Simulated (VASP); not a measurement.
PdI, 2 atoms in the cell. Symmetry: Pm-3m, No. 221, cubic system. The conventional cell has a = 3.573 Å, b = 3.573 Å, c = 3.573 Å, α = 90.00°, β = 90.00°, γ = 90.00°. Within 4.1 Å of Pd (site symmetry m-3m) lie 8 I at 3.09 Å and 6 Pd at 3.57 Å. Within 4.1 Å of I (site symmetry m-3m) lie 8 Pd at 3.09 Å and 6 I at 3.57 Å. 

- Program: VASP 6.6.1
- Task: relaxation of cell and atoms
- Functional: PBE
- Potentials or basis: VASP PAW PBE potentials, release 64 (Pd, I)
- Cutoff: 500 eV
- k mesh: 6 × 6 × 6
- Occupations: gaussian, width 0.1 eV
- Spin: no spin polarisation
- Dipole correction: no
- Further INCAR settings: ALGO = Normal; EDIFF = 1e-07; IBRION = 2; EDIFFG = -0.04; NSW = 90; ISIF = 3

Potentials or basis: VASP PAW PBE potentials, release 64 (Pd, I).

Launch:

```sh
$ cat potpaw_PBE.64/Pd/POTCAR potpaw_PBE.64/I/POTCAR > POTCAR
$ mpirun -np 1 vasp_std > vasp.out
```

Hardware: 1 thread of Intel Xeon 8259CL, on a shared host.

Question: How long does it take, and how much memory?

Answer: Wall time 17 s on 1 thread of Intel Xeon 8259CL, on a shared host, peak memory 0.16 GiB. Counts: scf iterations 13, k points 20, ion steps 1.
